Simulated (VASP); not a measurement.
# Pt12CO in VASP: single point with PBE+D3(BJ)

Aim: the single point of Pt12CO with PBE+D3(BJ).

Everything below comes from runs of VASP 6.6.1. Logs are shortened: lines on timing, memory, paths and dates and some standing lists are left out, and cuts for length are marked.

**1. The cell of the first run**

The cell holds a slab with vacuum, 14 atoms: a = 5.556 Å, b = 5.556 Å, c = 22.635 Å, α = 90.00°, β = 90.00°, γ = 90.00°.

**2. Single point, PBE+D3(BJ)**

The input, INCAR:

```
PREC     = Accurate       # precision mode
ENCUT    = 520            # plane-wave cutoff, eV
EDIFF    = 1E-6           # SCF threshold, eV
ISMEAR   = 0              # smearing method
SIGMA    = 0.1            # smearing width, eV
LREAL    = F              # projectors in reciprocal space
LASPH    = T              # aspherical terms in the spheres
NELM     = 100            # most SCF steps
ALGO     = Normal         # electronic algorithm
ISIF     = 2              # what is computed and relaxed
LWAVE    = F              # write WAVECAR
LCHARG   = F              # write CHGCAR
LDIPOL   = T            
IDIPOL   = 3            
DIPOL    = 0.5 0.5 0.297
GGA      = PE             # functional
IVDW     = 12             # dispersion correction
NBANDS   = 78             # bands
```

The input, KPOINTS:

```
regular mesh
0
Gamma
  5 5 1
```

The input, POSCAR:

```
Pt12CO
1.0
    5.5557316975      0.0000000000      0.0000000000
    0.0000000000      5.5557316975      0.0000000000
    0.0000000000      0.0000000000     22.6352243362
Pt O C
12 1 1
Direct
    0.2500000000      0.2500000000      0.1767157215
    0.2500000000      0.7500000000      0.1767157215
    0.7500000000      0.2500000000      0.1767157215
    0.7500000000      0.7500000000      0.1767157215
    0.0000000000      0.0000000000      0.2625492162
    0.0000000000      0.5000000000      0.2625492162
    0.5000000000      0.0000000000      0.2625492162
    0.5000000000      0.5000000000      0.2625492162
    0.2500000000      0.2500000000      0.3483607769
    0.2500000000      0.7500000000      0.3483607769
    0.7500000000      0.2500000000      0.3483607769
    0.7500000000      0.7500000000      0.3483607769
    0.3333333333      0.4166666667      0.4808975681
    0.3333333333      0.4166666667      0.5317033380
```

Potentials or basis: VASP PAW PBE potentials, release 64 (Pt, O, C).

Command:

```sh
cat potpaw_PBE.64/Pt/POTCAR potpaw_PBE.64/O/POTCAR potpaw_PBE.64/C/POTCAR > POTCAR
mpirun -np 1 vasp_std > vasp.out
```

OUTCAR:

```text
PREC = Accurate
   ENCUT = 520
   EDIFF = 1E-6
   ISMEAR = 0
   LREAL = F
   LASPH = T
   NELM = 100
   ISIF = 2
   GGA = PE
   IVDW = 12
 IVDW          = 12

 ion  position               nearest neighbor table
   1  0.250  0.250  0.177-   5 2.76   6 2.76   7 2.76   8 2.76   2 2.78   3 2.78   2 2.78   3 2.78

   2  0.250  0.750  0.177-   5 2.76   6 2.76   7 2.76   8 2.76   1 2.78   4 2.78   1 2.78   4 2.78

   3  0.750  0.250  0.177-   5 2.76   6 2.76   7 2.76   8 2.76   1 2.78   4 2.78   4 2.78   1 2.78
[... 15 lines left out ...]
  11  0.750  0.250  0.348-   5 2.76   6 2.76   7 2.76   8 2.76   9 2.78  12 2.78  12 2.78   9 2.78

  12  0.750  0.750  0.348-   5 2.76   6 2.76   7 2.76   8 2.76  10 2.78  11 2.78  11 2.78  10 2.78

  13  0.333  0.417  0.481-  14 1.15
  14  0.333  0.417  0.532-  13 1.15

  LATTYP: Found a simple tetragonal cell.
 ALAT       =     5.5557316975
 C/A-ratio  =     4.0742112054

  Lattice vectors:

 A1 = (   5.5557316975,   0.0000000000,   0.0000000000)
 A2 = (   0.0000000000,   5.5557316975,   0.0000000000)
 A3 = (   0.0000000000,   0.0000000000,  22.6352243362)

Analysis of symmetry for initial positions (statically):
=====================================================================
 Subroutine PRICEL returns:
 Original cell was already a primitive cell.

 Routine SETGRP: Setting up the symmetry group for a
 simple tetragonal supercell.

 Subroutine GETGRP returns: Found  1 space group operations
 (whereof  1 operations were pure point group operations)
 out of a pool of 16 trial point group operations.

The static configuration has the point symmetry C_1 .

Analysis of symmetry for dynamics (positions and initial velocities):
=====================================================================
 Subroutine PRICEL returns:
 Original cell was already a primitive cell.

 Routine SETGRP: Setting up the symmetry group for a
 simple tetragonal supercell.

 Subroutine GETGRP returns: Found  1 space group operations
 (whereof  1 operations were pure point group operations)
 out of a pool of 16 trial point group operations.

The dynamic configuration has the point symmetry C_1 .

 Subroutine INISYM returns: Found  1 space group operations
 (whereof  1 operations are pure point group operations),
 and found     1 'primitive' translations

----------------------------------------------------------------------------------------

                                     Primitive cell

  volume of cell :     698.6623

  direct lattice vectors                    reciprocal lattice vectors
     5.555731697  0.000000000  0.000000000     0.179994293  0.000000000  0.000000000
     0.000000000  5.555731697  0.000000000     0.000000000  0.179994293  0.000000000
     0.000000000  0.000000000 22.635224336     0.000000000  0.000000000  0.044178930

  length of vectors
     5.555731697  5.555731697 22.635224336     0.179994293  0.179994293  0.044178930

  position of ions in fractional coordinates (direct lattice)
     0.250000000  0.250000000  0.176715722
     0.250000000  0.750000000  0.176715722
     0.750000000  0.250000000  0.176715722
     0.750000000  0.750000000  0.176715722
     0.000000000  0.000000000  0.262549216
     0.000000000  0.500000000  0.262549216
     0.500000000  0.000000000  0.262549216
     0.500000000  0.500000000  0.262549216
     0.250000000  0.250000000  0.348360777
     0.250000000  0.750000000  0.348360777
     0.750000000  0.250000000  0.348360777
     0.750000000  0.750000000  0.348360777
     0.333333333  0.416666667  0.480897568
     0.333333333  0.416666667  0.531703338

  ion indices of the primitive-cell ions
   primitive index   ion index
                 1           1
                 2           2
                 3           3
                 4           4
                 5           5
                 6           6
                 7           7
                 8           8
                 9           9
                10          10
                11          11
                12          12
                13          13
                14          14
[... 21 lines left out ...]

 Subroutine IBZKPT returns following result:
 ===========================================

 Found     13 irreducible k-points:

 Following reciprocal coordinates:
            Coordinates               Weight
  0.000000  0.000000  0.000000      1.000000
  0.200000  0.000000  0.000000      2.000000
  0.000000  0.200000  0.000000      2.000000
  0.400000  0.000000  0.000000      2.000000
  0.000000  0.400000  0.000000      2.000000
  0.200000  0.200000  0.000000      2.000000
 -0.200000  0.200000  0.000000      2.000000
  0.400000  0.200000  0.000000      2.000000
 -0.200000  0.400000  0.000000      2.000000
 -0.400000  0.200000  0.000000      2.000000
  0.200000  0.400000  0.000000      2.000000
  0.400000  0.400000  0.000000      2.000000
 -0.400000  0.400000  0.000000      2.000000
   k-points           NKPTS =     13   k-points in BZ     NKDIM =     13   number of bands    NBANDS=     78
   number of dos      NEDOS =    301   number of ions     NIONS =     14
   total plane-waves  NPLWV = 296352
   dimension x,y,z NGX =    42 NGY =   42 NGZ =  168
   dimension x,y,z NGXF=    84 NGYF=   84 NGZF=  336
   ions per type =              12   1   1
   NGX,Y,Z   is equivalent  to a cutoff of  12.57, 12.57, 12.34 a.u.
   NGXF,Y,Z  is equivalent  to a cutoff of  25.14, 25.14, 24.68 a.u.
 SYSTEM =  unknown system
   PREC   = accura    normal or accurate (medium, high low for compatibility)
   ISTART =      0    job   : 0-new  1-cont  2-samecut
   ICHARG =      2    charge: 1-file 2-atom 10-const
   ISPIN  =      1    spin polarized calculation?
   LNONCOLLINEAR =      F non collinear calculations
   LSORBIT =      F    spin-orbit coupling
   LASPH  =      T    aspherical Exc in radial PAW
   ENCUT  =  520.0 eV  38.22 Ry    6.18 a.u.  10.33 10.33 42.09*2*pi/ulx,y,z
   NELM   =    100;   NELMIN=  2; NELMDL= -5     # of ELM steps
   EDIFF  = 0.1E-05   stopping-criterion for ELM
   LREAL  =      F    real-space projection
   EDIFFG = 0.1E-04   stopping-criterion for IOM
   NSW    =      0    number of steps for IOM
   IBRION =     -1    ionic relax: 0-MD 1-quasi-New 2-CG
   NFREE  =      0    steps in history (QN), initial steepest desc. (CG)
   ISIF   =      2    stress and relaxation
   ISYM   =      2    0-nonsym 1-usesym 2-fastsym
   POTIM  = 0.5000    time-step for ionic-motion
   TEBEG  =    0.0;   TEEND  =   0.0 temperature during run
   PSTRESS=    0.0 pullay stress
   NELECT =     130.0000    total number of electrons
   NUPDOWN=      -1.0000    fix difference up-down
   EMIN   =  10.00;   EMAX   =-10.00  energy-range for DOS
   EFERMI =   0.00;   METHOD = LEGACY
   ISMEAR =     0;   SIGMA  =   0.10  broadening in eV -4-tet -1-fermi 0-gaus
   EFERMI_NEDOS =   21; number of points for ismear=-14 and -15
   IALGO  =     38    algorithm
   IMIX   =      4    mixing-type and parameters
     AMIX     =   0.40;   BMIX     =  1.00
     AMIX_MAG =   1.60;   BMIX_MAG =  1.00
  volume/ion in A,a.u.               =      49.90       336.77
  Fermi-wavevector in a.u.,A,eV,Ry     =   0.934617  1.766169 11.884801  0.873508
  Thomas-Fermi vector in A             =   2.061440
   LORBIT       =      0    0 simple, 1 ext, 2 COOP (PROOUT), +10 PAW based schemes
   GGA     = PE    functional components
   LHFCALC =     F    Hartree Fock is set to
   AEXX    =    0.0000 exact exchange contribution
   IVDW    =    12    specifies the selected vdW correction
   LEPSILON=     F    determine dielectric tensor
   LRPA    =     F    only Hartree local field effects (RPA)
 non-spin polarized calculation
 Gauss-broadening in eV      SIGMA  =   0.10
  energy-cutoff  :      520.00
  volume of cell :      698.66
 maximum number of plane-waves:     18873
 NGX is ok and might be reduce to    42
   NGX = 21   NGY = 21   NGZ = 85

 dipolmoment           0.000000      0.000000      0.047156 electrons x Angstroem

 number of electron     130.0000018 magnetization

 dipolmoment           0.000000      0.000000     -0.007789 electrons x Angstroem

 Free energy of the ion-electron system (eV)
  ---------------------------------------------------
  ext. energy  EPLUGINS =         0.00000000
  ---------------------------------------------------
  free energy    TOTEN  =       -80.94728307 eV

  energy without entropy =      -80.83438511  energy(sigma->0) =      -80.89083409

 E-fermi :  -1.0502     XC(G=0):  -4.8355

 val. band max:       -1.0660780011   @ k =   0.2000   0.0000   0.0000
 cond. band min:      -1.0423153415   @ k =   0.0000   0.2000   0.0000
 fundamental gap:      0.0237626596
 Fermi energy:        -1.0502471908

 k-point     1 :       0.0000    0.0000    0.0000
  band No.  band energies     occupation
      1     -24.8404      2.00000
      2     -10.0700      2.00000
      3      -9.8146      2.00000
      4      -7.6310      2.00000
      5      -7.6299      2.00000
      6      -7.5558      2.00000
[... 1029 lines left out ...]
     76       2.0719      0.00000
     77       2.4781      0.00000
 [bands above 77 left out]

------------------------ aborting loop because EDIFF is reached ----------------------------------------

 vacuum level on the upper side and lower side of the slab       (xc-potential included)        -0.027         0.017

 Edisp (eV)   -5.90692

 E8    (eV) :    -2.8181

  FORCE on cell =-STRESS in cart. coord.  units (eV):
  Direction    XX          YY          ZZ          XY          YZ          ZX
  --------------------------------------------------------------------------------------
  -------------------------------------------------------------------------------------
  Total     -15.58078   -15.53174    -1.11450    -0.01011    -0.01163     0.00068
  in kB     -35.72996   -35.61750    -2.55578    -0.02319    -0.02667     0.00157
  external pressure =      -24.63 kB  Pullay stress =        0.00 kB

 VOLUME and BASIS-vectors are now :
 -----------------------------------------------------------------------------
  energy-cutoff  :      520.00
  volume of cell :      698.66
      direct lattice vectors                 reciprocal lattice vectors
     5.555731697  0.000000000  0.000000000     0.179994293  0.000000000  0.000000000
     0.000000000  5.555731697  0.000000000     0.000000000  0.179994293  0.000000000
     0.000000000  0.000000000 22.635224336     0.000000000  0.000000000  0.044178930

 POSITION                                       TOTAL-FORCE (eV/Angst)
 -----------------------------------------------------------------------------------
      1.38893      1.38893      4.00000         0.003192      0.006484      0.019660
      1.38893      4.16680      4.00000         0.002153     -0.006299      0.027071
      4.16680      1.38893      4.00000        -0.002429      0.003371      0.029180
      4.16680      4.16680      4.00000         0.000409     -0.000130      0.022492
      0.00000      0.00000      5.94286         0.005833      0.004763     -0.016089
      0.00000      2.77787      5.94286         0.000809     -0.001091      0.000376
      2.77787      0.00000      5.94286        -0.003286      0.001980     -0.002452
      2.77787      2.77787      5.94286        -0.000244     -0.000028      0.000231
      1.38893      1.38893      7.88522        -0.021666     -0.044739     -0.075532
      1.38893      4.16680      7.88522        -0.004544      0.031494     -0.047101
      4.16680      1.38893      7.88522         0.010978     -0.000000     -0.027877
      4.16680      4.16680      7.88522         0.001180     -0.001147     -0.017552
      1.85191      2.31489     10.88522         0.010129      0.008032      0.773620
      1.85191      2.31489     12.03522        -0.002515     -0.002689     -0.686028
 -----------------------------------------------------------------------------------
    total drift:                               -0.000115     -0.000056      0.000724

  FREE ENERGIE OF THE ION-ELECTRON SYSTEM (eV)
  ---------------------------------------------------
  free  energy   TOTEN  =       -86.8542044007 eV

  energy  without entropy=      -86.7413064385  energy(sigma->0) =      -86.79775542

 vacuum level on the upper side and lower side of the slab         4.605         4.650
```

Run time: 23 min. Hardware: 1 thread of Intel Xeon 6975P-C (Granite Rapids), shared host; peak memory 0.94 GiB.

Results:

```yaml
Free_energy: -86.8542 eV
Largest_force: 0.774 eV/Å
Band_gap_on_the_k_mesh: zero (bands 65 and 66 overlap by 0.20 eV)
Dispersion_energy_per_atom: -0.422 eV
```

Forces on the atoms (eV/Å):
```
Pt   0.003  0.006  0.020
Pt   0.002 -0.006  0.027
Pt  -0.002  0.003  0.029
Pt   0.000  0.000  0.022
Pt   0.006  0.005 -0.016
Pt   0.001 -0.001  0.000
Pt  -0.003  0.002 -0.002
Pt   0.000  0.000  0.000
Pt  -0.022 -0.045 -0.076
Pt  -0.005  0.031 -0.047
Pt   0.011  0.000 -0.028
Pt   0.001 -0.001 -0.018
O    0.010  0.008  0.774
C   -0.003 -0.003 -0.686
```

Levels at points of the mesh, in eV from the Fermi level:
```tsv
k point	band 62	band 63	band 64	band 65	band 66	band 67	band 68	band 69
(0.00, 0.00, 0.00)	0.02	0.11	0.16	0.16	0.44	0.75	0.76	0.95
```

Caveat: spin-orbit coupling is left out, which moves the levels of the heavy elements.

The gap in the log of VASP goes by the Fermi energy; the results here count the filled bands.